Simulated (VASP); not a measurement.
Write the native input for VASP 6.6.1 that does the following.

- Task: relaxation of cell and atoms
- Functional: PBEsol
- Potentials or basis: VASP PAW PBE potentials, release 64 (Cl, Na_pv)
- Cutoff: 600 eV
- k mesh: 8 × 8 × 8
- Occupations: fermi-dirac, width 0.05 eV
- Spin: no spin polarisation
- Target pressure: 10 GPa
- Dipole correction: no
- Further INCAR settings: ALGO = Normal; EDIFF = 1e-06; IBRION = 2; EDIFFG = -0.02; NSW = 80; ISIF = 3

The structure of NaCl lies in POSCAR:

```
NaCl
1.0
    0.0000000000      2.7940632177      2.7940632177
    2.7940632177      0.0000000000      2.7940632177
    2.7940632177      2.7940632177      0.0000000000
Cl Na
1 1
Direct
    0.5000000000      0.5000000000      0.5000000000
    0.0000000000      0.0000000000      0.0000000000
```

One way to write it, as run:

INCAR

```
  ALGO = Normal
  EDIFF = 1E-6
  EDIFFG = -0.02
  ENCUT = 600
  GGA = PS
  IBRION = 2
  ISIF = 3
  ISMEAR = -1
  LASPH = True
  LCHARG = False
  LREAL = False
  LWAVE = False
  NELM = 60
  NSW = 80
  PREC = Accurate
  PSTRESS = 100.0
  SIGMA = 0.05
```

KPOINTS

```
k-points
0
Gamma
  8 8 8
```

Potentials or basis: VASP PAW PBE potentials, release 64 (Cl, Na_pv).

Run with:

```bash
$ cat potpaw_PBE.64/Cl/POTCAR potpaw_PBE.64/Na_pv/POTCAR > POTCAR
$ mpirun -np 1 vasp_std > vasp.out
```

Results of the run:

The relaxed volume is 17.58 Å³/atom and the relaxed cell is a = 3.677 Å, b = 3.677 Å, c = 3.677 Å, α = 60.00°, β = 60.00°, γ = 60.00°. The space group after relaxing (to 0.1 Å) is Fm-3m (No. 225), the energy change on relaxing (the run minimises the enthalpy) is +110.5 meV/atom and the ionic steps are 3. The pressure after relaxing is 10.0 GPa and the band gap on the k mesh is 6.01 eV.

Caveat: the cell is relaxed towards a set pressure, so the run minimises the enthalpy, not the energy; the volume moved by over 15 % at a fixed basis, so the end points are rough; the PAW data sets were made with another functional, which shifts forces and pressure a little.

Run time: 39 s on 1 thread of Intel Xeon 8259CL, on a shared host, peak memory 0.18 GiB.
